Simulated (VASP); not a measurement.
# NaCl (Fm-3m) in VASP: further runs

Runs on NaCl. Level: PBE+D3(BJ). Tasks: single point, relaxation of cell and atoms.

Program: VASP 6.6.1. These are calculated values, not measurements. Logs are shortened: lines on timing, memory, paths and dates and some standing lists are left out, and cuts for length are marked.

## Step 1: The cell of the first run

Symmetry: Fm-3m, No. 225, cubic system. The conventional cell has a = 5.581 Å, b = 5.581 Å, c = 5.581 Å, α = 90.00°, β = 90.00°, γ = 90.00°. Na (site symmetry m-3m) has 6 Cl at 2.79 Å within 3.7 Å. Cl (site symmetry m-3m) has 6 Na at 2.79 Å within 3.7 Å.

## Step 2: Single point, PBE+D3(BJ)

INCAR

```
SYSTEM = NaCl
PREC = Accurate
ENCUT = 520
EDIFF = 1E-6
ISMEAR = 0
SIGMA = 0.02
LREAL = .FALSE.
LASPH = .TRUE.
NELM = 60
ALGO = Normal
ISIF = 2
LWAVE = .FALSE.
LCHARG = .FALSE.
GGA = PE
IVDW = 12
NBANDS = 14
```

KPOINTS

```
regular mesh
0
G
  8 8 8
  0 0 0
```

POSCAR

```
NaCl
1.0
    0.0000000000      2.7906656070      2.7906656070
    2.7906656070      0.0000000000      2.7906656070
    2.7906656070      2.7906656070      0.0000000000
Na Cl
1 1
Direct
    0.0000000000      0.0000000000      0.0000000000
    0.5000000000      0.5000000000      0.5000000000
```

Potentials or basis: VASP PAW PBE potentials, release 64 (Na_pv, Cl).

Run with:

```console
cat potpaw_PBE.64/Na_pv/POTCAR potpaw_PBE.64/Cl/POTCAR > POTCAR
mpirun -np 1 vasp_std > vasp.out
```

OUTCAR:

```text
SYSTEM = NaCl
   PREC = Accurate
   ENCUT = 520
   EDIFF = 1E-6
   ISMEAR = 0
   LREAL = .FALSE.
   LASPH = .TRUE.
   NELM = 60
   ISIF = 2
   GGA = PE
   IVDW = 12
 IVDW          = 12

 ion  position               nearest neighbor table
   1  0.000  0.000  0.000-
   2  0.500  0.500  0.500-

  LATTYP: Found a face centered cubic cell.
 ALAT       =     5.5813312140

  Lattice vectors:

 A1 = (   0.0000000000,   2.7906656070,   2.7906656070)
 A2 = (   2.7906656070,   0.0000000000,   2.7906656070)
 A3 = (   2.7906656070,   2.7906656070,   0.0000000000)

Analysis of symmetry for initial positions (statically):
=====================================================================
 Subroutine PRICEL returns:
 Original cell was already a primitive cell.

 Routine SETGRP: Setting up the symmetry group for a
 face centered cubic supercell.

 Subroutine GETGRP returns: Found 48 space group operations
 (whereof 48 operations were pure point group operations)
 out of a pool of 48 trial point group operations.

The static configuration has the point symmetry O_h .

Analysis of symmetry for dynamics (positions and initial velocities):
=====================================================================
 Subroutine PRICEL returns:
 Original cell was already a primitive cell.

 Routine SETGRP: Setting up the symmetry group for a
 face centered cubic supercell.

 Subroutine GETGRP returns: Found 48 space group operations
 (whereof 48 operations were pure point group operations)
 out of a pool of 48 trial point group operations.

The dynamic configuration has the point symmetry O_h .

 Subroutine INISYM returns: Found 48 space group operations
 (whereof 48 operations are pure point group operations),
 and found     1 'primitive' translations

----------------------------------------------------------------------------------------

                                     Primitive cell

  volume of cell :      43.4664

  direct lattice vectors                    reciprocal lattice vectors
     0.000000000  2.790665607  2.790665607    -0.179168725  0.179168725  0.179168725
     2.790665607  0.000000000  2.790665607     0.179168725 -0.179168725  0.179168725
     2.790665607  2.790665607  0.000000000     0.179168725  0.179168725 -0.179168725

  length of vectors
     3.946597149  3.946597149  3.946597149     0.310329336  0.310329336  0.310329336

  position of ions in fractional coordinates (direct lattice)
     0.000000000  0.000000000  0.000000000
[... 88 lines left out ...]
   PSTRESS=    0.0 pullay stress
   NELECT =      14.0000    total number of electrons
   NUPDOWN=      -1.0000    fix difference up-down
   EMIN   =  10.00;   EMAX   =-10.00  energy-range for DOS
   EFERMI =   0.00;   METHOD = LEGACY
   ISMEAR =     0;   SIGMA  =   0.02  broadening in eV -4-tet -1-fermi 0-gaus
   EFERMI_NEDOS =   21; number of points for ismear=-14 and -15
   IALGO  =     38    algorithm
   IMIX   =      4    mixing-type and parameters
     AMIX     =   0.40;   BMIX     =  1.00
     AMIX_MAG =   1.60;   BMIX_MAG =  1.00
  volume/ion in A,a.u.               =      21.73       146.66
  Fermi-wavevector in a.u.,A,eV,Ry     =   1.122190  2.120632 17.133957  1.259310
  Thomas-Fermi vector in A             =   2.258848
   LORBIT       =      0    0 simple, 1 ext, 2 COOP (PROOUT), +10 PAW based schemes
   GGA     = PE    functional components
   LHFCALC =     F    Hartree Fock is set to
   AEXX    =    0.0000 exact exchange contribution
   IVDW    =    12    specifies the selected vdW correction
   LEPSILON=     F    determine dielectric tensor
   LRPA    =     F    only Hartree local field effects (RPA)
 non-spin polarized calculation
 Gauss-broadening in eV      SIGMA  =   0.02
  energy-cutoff  :      520.00
  volume of cell :       43.47
 maximum number of plane-waves:      1211
 NGX is ok and might be reduce to    30
   NGX = 15   NGY = 15   NGZ = 15

 number of electron      14.0000008 magnetization

 Free energy of the ion-electron system (eV)
  ---------------------------------------------------
  ext. energy  EPLUGINS =         0.00000000
  ---------------------------------------------------
  free energy    TOTEN  =        -6.76420812 eV

  energy without entropy =       -6.76420812  energy(sigma->0) =       -6.76420812

 E-fermi :  -0.3993     XC(G=0):  -8.3012

 val. band max:       -0.5464616380   @ k =   0.0000   0.0000   0.0000
 cond. band min:       4.6844621024   @ k =   0.0000   0.0000   0.0000
 fundamental gap:      5.2309237404
 Fermi energy:        -0.3993035689

 k-point     1 :       0.0000    0.0000    0.0000
  band No.  band energies     occupation
      1     -21.3062      2.00000
      2     -21.3062      2.00000
      3     -21.3062      2.00000
      4     -13.2779      2.00000
      5      -0.5465      2.00000
      6      -0.5465      2.00000
      7      -0.5465      2.00000
      8       4.6845      0.00000
      9      10.6051      0.00000
     10      10.6051      0.00000
     11      10.6051      0.00000
     12      12.8072      0.00000
     13      12.8072      0.00000
     14      14.4655      0.00000
[... 377 lines left out ...]
      1     -21.3334      2.00000
      2     -21.3155      2.00000
      3     -21.3111      2.00000
      4     -12.8739      2.00000
      5      -2.2800      2.00000
      6      -1.3506      2.00000
      7      -0.9822      2.00000
      8       7.8644      0.00000
      9       9.1288      0.00000
     10       9.8473      0.00000
     11      11.3024      0.00000
     12      13.9679      0.00000
     13      15.2747      0.00000
     14      16.2769      0.00000

 [... further k-points ...]

------------------------ aborting loop because EDIFF is reached ----------------------------------------

 Edisp (eV)   -0.44326

 E8    (eV) :    -0.1854

  FORCE on cell =-STRESS in cart. coord.  units (eV):
  Direction    XX          YY          ZZ          XY          YZ          ZX
  --------------------------------------------------------------------------------------
  -------------------------------------------------------------------------------------
  Total      -0.01898    -0.01898    -0.01898    -0.00000    -0.00000     0.00000
  in kB      -0.69976    -0.69976    -0.69976    -0.00000    -0.00000     0.00000
  external pressure =       -0.70 kB  Pullay stress =        0.00 kB

 VOLUME and BASIS-vectors are now :
 -----------------------------------------------------------------------------
  energy-cutoff  :      520.00
  volume of cell :       43.47
      direct lattice vectors                 reciprocal lattice vectors
     0.000000000  2.790665607  2.790665607    -0.179168725  0.179168725  0.179168725
     2.790665607  0.000000000  2.790665607     0.179168725 -0.179168725  0.179168725
     2.790665607  2.790665607  0.000000000     0.179168725  0.179168725 -0.179168725

 POSITION                                       TOTAL-FORCE (eV/Angst)
 -----------------------------------------------------------------------------------
      0.00000      0.00000      0.00000         0.000000     -0.000000      0.000000
      2.79067      2.79067      2.79067        -0.000000      0.000000      0.000000
 -----------------------------------------------------------------------------------
    total drift:                               -0.000000      0.000000      0.000000

  FREE ENERGIE OF THE ION-ELECTRON SYSTEM (eV)
  ---------------------------------------------------
  free  energy   TOTEN  =        -7.2074657888 eV

  energy  without entropy=       -7.2074657888  energy(sigma->0) =       -7.20746579
```

stdout:

```text
POSCAR found type information on POSCAR NaCl
 POSCAR found :  2 types and       2 ions
 scaLAPACK will be used
 LDA part: xc-table for (Slater+PW92), standard interpolation
 POSCAR, INCAR and KPOINTS ok, starting setup
 FFT: planning ... GRIDC
 FFT: planning ... GRID_SOFT
 FFT: planning ... GRID
 WAVECAR not read
 entering main loop
```

It took 7.8 s on 1 thread of Intel Xeon 6975P-C (Granite Rapids), shared host; peak memory 0.17 GiB.

Results:

- Free energy: -7.2075 eV
- Pressure: -0.1 GPa
- Band gap on the k mesh: 5.23 eV, direct
- Dispersion energy per atom: -0.222 eV

Levels at points of the mesh, in eV from the valence-band top:
| k point | band 5 | band 6 | band 7 | band 8 | band 9 | band 10 |
| --- | --- | --- | --- | --- | --- | --- |
| (0.00, 0.00, 0.00) | 0.00 | 0.00 | 0.00 | 5.23 | 11.15 | 11.15 |
| (0.50, 0.00, 0.00) | -2.02 | -0.28 | -0.28 | 7.33 | 10.88 | 11.05 |
| (0.50, 0.50, 0.00) | -1.74 | -0.63 | -0.63 | 7.63 | 8.05 | 11.55 |

A hybrid or GW would open this gap; PBE tends to underestimate it.

## Step 3: Relaxation of cell and atoms, PBE+D3(BJ)

This run uses another cell than the first one, of 21.81 Å³/atom, 1.004 times its volume.

INCAR

```
PREC = Accurate
ENCUT = 600
EDIFF = 1E-6
ISMEAR = 0
SIGMA = 0.02
LREAL = F
LASPH = T
NELM = 80
ALGO = Normal
ISIF = 3
LWAVE = F
LCHARG = F
GGA = PE
IVDW = 12
IBRION = 2
NSW = 70
EDIFFG = -0.02
```

KPOINTS

```
Automatic mesh
0
Gamma
  8 8 8
```

POSCAR

```
NaCl
1.0
    0.0000000000      2.7940630000      2.7940630000
    2.7940630000      0.0000000000      2.7940630000
    2.7940630000      2.7940630000      0.0000000000
Na Cl
1 1
Direct
    0.0000000000      0.0000000000      0.0000000000
    0.5000000000      0.5000000000      0.5000000000
```

Potentials or basis: VASP PAW PBE potentials, release 64 (Na_pv, Cl).

Run with:

```console
cat potpaw_PBE.64/Na_pv/POTCAR potpaw_PBE.64/Cl/POTCAR > POTCAR
mpirun -np 1 vasp_std > vasp.out
```

It took 6.2 s on 1 thread of Intel Xeon 6975P-C (Granite Rapids), shared host; peak memory 0.18 GiB.

The run converged. Its results:

| Item | Value |
| --- | --- |
| Free energy | -7.2077 eV |
| Pressure after relaxing | -0.1 GPa |
| Band gap on the k mesh | 5.22 eV, direct |
| Dispersion energy per atom | -0.221 eV |

Final structure:
```
Na Cl
1.0
     0.00000    2.79406    2.79406
     2.79406    0.00000    2.79406
     2.79406    2.79406    0.00000
Na Cl
1 1
Direct
  0.00000 0.00000 0.00000
  0.50000 0.50000 0.50000
```

Levels at points of the mesh, in eV from the valence-band top:
| k point | band 4 | band 5 | band 6 | band 7 | band 8 | band 9 | band 10 | band 11 |
| --- | --- | --- | --- | --- | --- | --- | --- | --- |
| (0.00, 0.00, 0.00) | -12.72 | 0.00 | 0.00 | 0.00 | 5.22 | 11.15 | 11.15 | 11.15 |
| (0.50, 0.00, 0.00) | -12.36 | -2.01 | -0.28 | -0.28 | 7.32 | 10.85 | 11.04 | 11.04 |
| (0.50, 0.50, 0.00) | -12.31 | -1.73 | -0.62 | -0.62 | 7.62 | 8.05 | 11.52 | 15.03 |

Caveat: the relaxation stopped at its first step, so nothing moved.
